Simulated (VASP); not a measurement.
Here is a VASP 6.6.1 calculation.

INCAR

```
SYSTEM = Al
ALGO     = Normal         ! electronic algorithm
EDIFF    = 1E-6           ! SCF threshold, eV
EDIFFG   = -0.01          ! ionic threshold
ENCUT    = 600            ! plane-wave cutoff, eV
GGA      = PS             ! functional
IBRION   = 2              ! ionic algorithm
ISIF     = 4              ! what is computed and relaxed
ISMEAR   = 0              ! smearing method
LASPH    = .True.         ! aspherical terms in the spheres
LCHARG   = .False.        ! write CHGCAR
LREAL    = .False.        ! projectors in reciprocal space
LWAVE    = .False.        ! write WAVECAR
NELM     = 60             ! most SCF steps
NSW      = 50             ! ionic steps
PREC     = Accurate       ! precision mode
SIGMA    = 0.1            ! smearing width, eV
```

The input KPOINTS:

```
k-points
0
Gamma
  18 18 10
  0 0 0
```

File POSCAR:

```
Al
1.0
    2.8212794895      0.0000000000      0.0000000000
   -1.4106397447      2.4432997091      0.0000000000
    0.0000000000      0.0000000000      4.5904717269
Al
2
Direct
    0.6666666667      0.3333333333      0.7500000000
    0.3333333333      0.6666666667      0.2500000000
```

Potentials or basis: VASP PAW PBE potentials, release 64 (Al).

The run is started by

```sh
$ cat potpaw_PBE.64/Al/POTCAR > POTCAR
$ mpirun -np 1 vasp_std > vasp.out
```

Task: What does it give for the band gap on the k mesh?

Result: Zero (bands 3 and 4 overlap by 7.53 eV).

Final structure:
```
Al
1.0
     2.82128    0.00000    0.00000
    -1.41064    2.44330    0.00000
     0.00000    0.00000    4.59047
Al
2
Direct
  0.66667 0.33333 0.75000
  0.33333 0.66667 0.25000
```

Caveat: the relaxation stopped at its first step, so nothing moved.
